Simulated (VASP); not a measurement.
Wanted: the native input for a VASP 6.6.1 run.

| Quantity | Value |
| --- | --- |
| Task | electric field gradients |
| Functional | LDA |
| Potentials or basis | VASP PAW LDA potentials, release 64 (Hg, Te) |
| Cutoff | 520 eV |
| k mesh | 11 × 11 × 11 |
| Occupations | fermi-dirac, width 0.03 eV |
| Spin | no spin polarisation |
| Dipole correction | no |
| Further INCAR settings | ALGO = Normal; EDIFF = 1e-08; NBANDS = 16 |

The structure of HgTe lies in POSCAR:

```
HgTe
1.0
    0.0644700000      3.2557350000      3.2557350000
    3.2557350000      0.0644700000      3.2557350000
    3.2557350000      3.2557350000      0.0644700000
Hg Te
1 1
Direct
    0.0000000000      0.0000000000      0.0000000000
    0.7500000000      0.7500000000      0.7500000000
```

This cell differs from its parent crystal: equal xy, yz and zx shear strains of +2 %.

These files were run (other wordings do the same):

INCAR

```
SYSTEM = HgTe
PREC     = Accurate       ! precision mode
ENCUT    = 520            ! plane-wave cutoff, eV
EDIFF    = 1E-8           ! SCF threshold, eV
ISMEAR   = -1             ! smearing method
SIGMA    = 0.03           ! smearing width, eV
LREAL    = .False.        ! projectors in reciprocal space
LASPH    = .True.         ! aspherical terms in the spheres
NELM     = 60             ! most SCF steps
ALGO     = Normal         ! electronic algorithm
ISIF     = 2              ! what is computed and relaxed
LWAVE    = .False.        ! write WAVECAR
LCHARG   = .False.        ! write CHGCAR
GGA      = CA             ! functional
LEFG     = .True.       
NBANDS   = 16             ! bands
```

KPOINTS

```
regular mesh
0
Gamma
  11 11 11
  0 0 0
```

Potentials or basis: VASP PAW LDA potentials, release 64 (Hg, Te).

Launch:

```console
$ cat potpaw_LDA.64/Hg/POTCAR potpaw_LDA.64/Te/POTCAR > POTCAR
$ mpirun -np 1 vasp_std > vasp.out
```

Results of the run:

The pressure is 0.1 GPa. The largest force is 0.171 eV/Å, the band gap on the k mesh is zero (filled and empty bands touch) and the largest electric field gradient by atom is Hg +56.5; Te +9.4 V/Å².

Caveat: the cell differs from its parent crystal (equal xy, yz and zx shear strains of +2 %); semilocal functionals underestimate gaps, and a narrow one can read as zero; without QUAD_EFG the Cq values of the log hold for a quadrupole moment of 1 mb, not for the nuclei; spin-orbit coupling is left out, which moves the levels of the heavy elements.

Wall time 67 s on 1 thread of Intel(R) Xeon(R) 6975P-C (Granite Rapids), on a shared host, peak memory 0.28 GiB.
